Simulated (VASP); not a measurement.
Wanted: the native input for a VASP 6.6.1 run.

```
Task                   : single point
Functional             : PBE
Potentials or basis    : VASP PAW PBE potentials, release 64 (Ti_sv, S)
Cutoff                 : 520 eV
k mesh                 : 5 × 5 × 1
Occupations            : gaussian, width 0.1 eV
Spin                   : no spin polarisation
Dipole correction      : yes
Further INCAR settings : ALGO = Normal; EDIFF = 1e-06; NBANDS = 87
```

The structure of Ti12S lies in POSCAR:

```
Ti12S
1.0
    5.8150893847      0.0000000000      0.0000000000
    0.0000000000      5.8150893847      0.0000000000
    0.0000000000      0.0000000000     19.3059825527
Ti S
12 1
Direct
    0.2500000000      0.2500000000      0.2071896620
    0.2500000000      0.7500000000      0.2071896620
    0.7500000000      0.2500000000      0.2071896620
    0.7500000000      0.7500000000      0.2071896620
    0.0000000000      0.0000000000      0.3057583567
    0.0000000000      0.5000000000      0.3057583567
    0.5000000000      0.0000000000      0.3057583567
    0.5000000000      0.5000000000      0.3057583567
    0.2500000000      0.2500000000      0.4043297217
    0.2500000000      0.7500000000      0.4043297217
    0.7500000000      0.2500000000      0.4043297217
    0.7500000000      0.7500000000      0.4043297217
    0.3333333333      0.3333333333      0.5121512633
```

One way to write it, as run:

INCAR

```
ALGO = Normal ; DIPOL = 0.5 0.5 0.322
EDIFF = 1E-6 ; ENCUT = 520
GGA = PE ; IDIPOL = 3
ISIF = 2 ; ISMEAR = 0
LASPH = T ; LCHARG = T
LDIPOL = T ; LELF = T
LREAL = F ; LVACPOTAV = T
LVHAR = T ; LWAVE = F
NBANDS = 87 ; NELM = 60
PREC = Accurate ; SIGMA = 0.1
```

KPOINTS

```
k-points
0
Gamma
  5 5 1
```

Potentials or basis: VASP PAW PBE potentials, release 64 (Ti_sv, S).

Run with:

```console
$ cat potpaw_PBE.64/Ti_sv/POTCAR potpaw_PBE.64/S/POTCAR > POTCAR
$ mpirun -np 1 vasp_std > vasp.out
```

Results of the run:

```yaml
Largest_force: 0.748 eV/Å
Band_gap_on_the_k_mesh: zero (bands 75 and 76 overlap by 0.20 eV)
```

Run time: 15 min on 1 thread of AMD EPYC 9R45 96-Core Processor (Zen 5), on a shared host, peak memory 0.82 GiB.
